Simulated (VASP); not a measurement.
# AgI: single point with PBE

AgI:

```xyz
2
Lattice="0.0000 3.2365 3.2365 3.2365 0.0000 3.2365 3.2365 3.2365 0.0000" Properties=species:S:1:pos:R:3 pbc="T T T"
Ag    0.0000    0.0000    0.0000
I     4.8547    4.8547    4.8547
```

```yaml
Program: VASP 6.6.1
Task: single point
Functional: PBE
Potentials_or_basis: VASP PAW PBE potentials, release 64 (Ag, I)
Cutoff: 500 eV
k_mesh: 10 × 10 × 10
Occupations: gaussian, width 0.05 eV
Spin: no spin polarisation
```

The pressure is 2.2 GPa. The band gap on the k mesh is 1.34 eV, direct.

Levels at points of the mesh, in eV from the valence-band top:
| k point | band 7 | band 8 | band 9 | band 10 | band 11 | band 12 |
| --- | --- | --- | --- | --- | --- | --- |
| (0.00, 0.00, 0.00) | 0.00 | 0.00 | 0.00 | 1.34 | 5.73 | 5.73 |
| (0.50, 0.00, 0.00) | -2.97 | -0.73 | -0.73 | 2.76 | 6.22 | 6.22 |
| (0.50, 0.50, 0.00) | -2.64 | -1.82 | -1.82 | 3.59 | 3.84 | 8.53 |

It took 46 s on 1 thread of Intel(R) Xeon(R) Platinum 8259CL CPU @ 2.50GHz (Skylake/Cascade Lake), on a shared host, peak memory 0.23 GiB.

Caveat: spin-orbit coupling is left out, which moves the levels of the heavy elements. A k mesh can miss the band edges.
